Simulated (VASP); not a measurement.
Set up this calculation in VASP 6.6.1, as the native input.

```yaml
Task: relaxation of cell and atoms
Functional: PBEsol
Potentials_or_basis: VASP PAW PBE potentials, release 64 (Ba_sv, Zr_sv, O)
Cutoff: 600 eV
k_mesh: 6 × 6 × 6
Occupations: fermi-dirac, width 0.05 eV
Spin: no spin polarisation
Hubbard_terms: Zr d U = 1.0 eV
Dipole_correction: no
Further_INCAR_settings: ALGO = Normal; EDIFF = 1e-07; IBRION = 2; EDIFFG = -0.01; NSW = 60; ISIF = 3
```

The structure of BaZrO3 lies in POSCAR:

```
BaZrO3
1.0
    4.1913400000      0.0000000000      0.0000000000
    0.0000000000      4.1913400000      0.0000000000
    0.0000000000      0.0000000000      4.1913400000
Ba Zr O
1 1 3
Direct
    0.0000000000      0.0000000000      0.0000000000
    0.5000000000      0.5000000000      0.5000000000
    0.5000000000      0.5000000000      0.0000000000
    0.5000000000      0.0000000000      0.5000000000
    0.0000000000      0.5000000000      0.5000000000
```

These files were run (other wordings do the same):

INCAR

```
ALGO = Normal
EDIFF = 1E-7
EDIFFG = -0.01
ENCUT = 600
GGA = PS
IBRION = 2
ISIF = 3
ISMEAR = -1
LASPH = T
LCHARG = F
LDAU = T
LDAUJ = 0 0 0
LDAUL = -1 2 -1
LDAUPRINT = 1
LDAUTYPE = 2
LDAUU = 0 1 0
LMAXMIX = 4
LREAL = F
LWAVE = F
NELM = 150
NSW = 60
PREC = Accurate
SIGMA = 0.05
```

KPOINTS

```
k-points
0
Gamma
  6 6 6
```

Potentials or basis: VASP PAW PBE potentials, release 64 (Ba_sv, Zr_sv, O).

Launch:

```sh
$ cat potpaw_PBE.64/Ba_sv/POTCAR potpaw_PBE.64/Zr_sv/POTCAR potpaw_PBE.64/O/POTCAR > POTCAR
$ mpirun -np 1 vasp_std > vasp.out
```

Results of the run:

* Relaxed volume: 14.80 Å³/atom
* Relaxed cell: a = 4.198 Å, b = 4.198 Å, c = 4.198 Å, α = 90.00°, β = 90.00°, γ = 90.00°
* Space group after relaxing (to 0.1 Å): Pm-3m (No. 221)
* Energy gained by relaxing: 0.2 meV/atom
* Ionic steps: 3
* Pressure after relaxing: 0.0 GPa
* Band gap on the k mesh: 3.24 eV (least direct gap 3.48 eV)

Caveat: the PAW data sets were made with another functional, which shifts forces and pressure a little; spin-orbit coupling is left out, which moves the levels of the heavy elements.

Run time: 2.4 min on 1 thread of Intel Xeon 8259CL, with other jobs on the host, peak memory 0.25 GiB.
